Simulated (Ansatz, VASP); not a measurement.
**Ca: VASP beside Ansatz**

```xyz
1
Lattice="0.0000 2.8281 2.8281 2.8281 0.0000 2.8281 2.8281 2.8281 0.0000" Properties=species:S:1:pos:R:3 pbc="T T T"
Ca    0.0000    0.0000    0.0000
```

Alike in both runs: task single point; functional r2SCAN; dispersion rVV10; k mesh 8 × 8 × 8; occupations fermi-dirac, width 0.05 eV; no spin polarisation.

|  | VASP | Ansatz |
| --- | --- | --- |
| version | VASP 6.6.1 | Ansatz 0.2.0 |
| potentials or method | VASP PAW PBE potentials, release 64 (Ca_sv) | Ansatz PAW |
| plane-wave cutoff (eV) | 520 | 500 |
| valence electrons in the cell | 10 | 10 |

```csv
,VASP,Ansatz,Ansatz less VASP
gap on the k mesh at the Fermi level (eV),none,none,-
pressure (GPa),-0.9,-0.9,-0.04
```

VASP's potentials were made for PBE, not for r2SCAN. A gap of «none» marks a metal or a gap that the smearing closes.
